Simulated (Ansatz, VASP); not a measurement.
One calculation of ZrO2, two programs

The input INCAR:

```
SYSTEM = ZrO2
ALGO = Normal
EDIFF = 1E-6
ENCUT = 600
GGA = PE
GGA_COMPAT = .FALSE.
ISIF = 2
ISMEAR = -1
LASPH = .TRUE.
LCHARG = .FALSE.
LREAL = .FALSE.
LWAVE = .FALSE.
NBANDS = 19
NELM = 120
PREC = Accurate
SIGMA = 0.02
```

KPOINTS

```
k-points
0
G
  6 6 6
  0 0 0
```

Contents of POSCAR:

```
ZrO2
1.0
    0.0000000000      2.5434500000      2.5350000000
    2.5434500000      0.0000000000      2.5350000000
    2.5434500000      2.5434500000      0.0000000000
Zr O
1 2
Direct
    0.0000000000      0.0000000000      0.0000000000
    0.2500000000      0.2500000000      0.2500000000
    0.7500000000      0.7500000000      0.7500000000
```

Input for Ansatz:

```yaml
crystal:
  lattice:
    - [0.0, 2.5434500000000004, 2.535]
    - [2.5434500000000004, 0.0, 2.535]
    - [2.5434500000000004, 2.5434500000000004, 0.0]
  atoms:
    - { symbol: Zr, position: [0.0, 0.0, 0.0] }
    - { symbol: O, position: [0.25, 0.25, 0.25] }
    - { symbol: O, position: [0.75, 0.75, 0.75] }
basis:
  ecutwfc: 510.0
kpoints:
  mp_grid:
    grid: [6, 6, 6]
hamiltonian:
  xc: pbe
scf:
  occupations:
    method: fermi_dirac
    width: 0.02
output:
  stress: true
```

Alike in both runs: task single point; functional PBE; k mesh 6 × 6 × 6; occupations fermi-dirac, width 0.02 eV; no spin polarisation.

|  | VASP | Ansatz |
| --- | --- | --- |
| version | VASP 6.6.1 | Ansatz 0.2.0 |
| potentials or method | VASP PAW PBE potentials, release 64 (Zr_sv, O), cutoff 600 eV | plane waves, PAW |
| valence electrons in the cell | 24 | 24 |

Ansatz gave:

| Quantity | Value |
| --- | --- |
| pressure (GPa) | 5.0 |
| traceless stress, the component that is largest in VASP (GPa) | 0.97 |

Question: Estimate VASP's values.

Answer: Pressure (GPa): 5.1; traceless stress, the component that is largest in VASP (GPa): 0.97.

The functional is the same, so the differences come from potentials, cutoffs and numerics.
